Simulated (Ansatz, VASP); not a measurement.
Tl in VASP and in Ansatz

INCAR

```
SYSTEM = Tl
PREC     = Accurate       ! precision mode
ENCUT    = 520            ! plane-wave cutoff, eV
EDIFF    = 1E-8           ! SCF threshold, eV
ISMEAR   = -1             ! smearing method
SIGMA    = 0.08           ! smearing width, eV
LREAL    = .False.        ! projectors in reciprocal space
LASPH    = .True.         ! aspherical terms in the spheres
NELM     = 60             ! most SCF steps
ALGO     = Normal         ! electronic algorithm
ISIF     = 2              ! what is computed and relaxed
LWAVE    = .False.        ! write WAVECAR
LCHARG   = .False.        ! write CHGCAR
GGA      = PE             ! functional
LEFG     = .True.       
NBANDS   = 12             ! bands
```

Contents of KPOINTS:

```
Automatic mesh
0
Gamma
  14 14 14
  0 0 0
```

Contents of POSCAR:

```
Tl
1.0
    0.0000000000      2.5223015249      2.5223015249
    2.5223015249      0.0000000000      2.5223015249
    2.5223015249      2.5223015249      0.0000000000
Tl
1
Direct
    0.0000000000      0.0000000000      0.0000000000
```

Input for Ansatz:

```yaml
crystal:
  lattice:
    - [0.0, 2.5223015249, 2.5223015249]
    - [2.5223015249, 0.0, 2.5223015249]
    - [2.5223015249, 2.5223015249, 0.0]
  atoms:
    - { symbol: Tl, position: [0.0, 0.0, 0.0] }
kpoints:
  mp_grid: { grid: [14, 14, 14] }
scf:
  occupations: { method: fermi_dirac, width: 0.08 }
hamiltonian:
  xc: pbe
  pseudopotentials: { kind: paw }
output:
  forces: true
  stress: true
  eigenvalues: true
  efg: { contact_densities: true }
```

Change from the starting cell: volume scaled by 1.03, PAW files.

Alike in both runs: task electric field gradients; functional PBE; k mesh 14 × 14 × 14; occupations fermi-dirac, width 0.08 eV; no spin polarisation.

|  | VASP | Ansatz |
| --- | --- | --- |
| version | VASP 6.6.1 | Ansatz 0.2.0 |
| potentials or method | VASP PAW PBE potentials, release 64 (Tl_d) | PAW with Ansatz's default frozen-core files, scalar-relativistic |
| plane-wave cutoff (eV) | 520 | 420 |
| valence electrons in the cell | 13 | 13 |

Ansatz gave:

- pressure (GPa): -0.7

Q: Which values does VASP return?

A: Pressure (GPa): -0.8.

Neither program's run includes spin-orbit coupling.
